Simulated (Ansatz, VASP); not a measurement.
TaN: VASP beside Ansatz

```
CELL_PARAMETERS angstrom
1.45328 -2.51715 0.00000
0.00000 0.00000 -2.85144
9.06608 5.23430 0.00000
ATOMIC_POSITIONS crystal
Ta 0.50000 0.50000 0.88166
Ta 0.00000 0.50000 0.16031
Ta 0.50000 0.50000 0.40076
Ta 0.00000 0.50000 0.64121
N 0.00000 0.00000 0.80151
N 0.50000 0.00000 0.08017
N 0.00000 0.00000 0.32061
N 0.50000 0.00000 0.56106
```

Alike in both runs: task single point; functional LDA; k mesh 15 × 15 × 5; occupations gaussian, width 0.15 eV; no spin polarisation.

```csv
,VASP,Ansatz
version,VASP 6.6.1,Ansatz 0.2.0
potentials or method,"VASP PAW LDA potentials, release 64 (Ta_pv, N), cutoff 520 eV","scalar-relativistic, plane waves, PAW"
valence electrons in the cell,64,72
```

|  | VASP | Ansatz | Ansatz less VASP |
| --- | --- | --- | --- |
| gap on the k mesh at the Fermi level (eV) | none | none | - |
| pressure (GPa) | -6.5 | -8.3 | -1.81 |
| traceless stress, the component that is largest in VASP (GPa) | -5.77 | -5.64 | +0.129 |
| rms of the force components (eV/Å) | 0.791 | 0.778 | -0.0135 |

Ansatz warns that its potentials were made for another functional, while VASP's fit it. LDA's correlation is that of Perdew and Zunger in VASP and of Perdew and Wang (1992) in Ansatz. Atom by atom the forces differ by 0.017 eV/Å (rms over components). A gap of «none» marks a metal or a gap that the smearing closes. VASP's potentials hold 64 valence electrons a cell and Ansatz's 72, so a difference there can come from the potentials and not from the codes.

Spin-orbit coupling is off throughout.
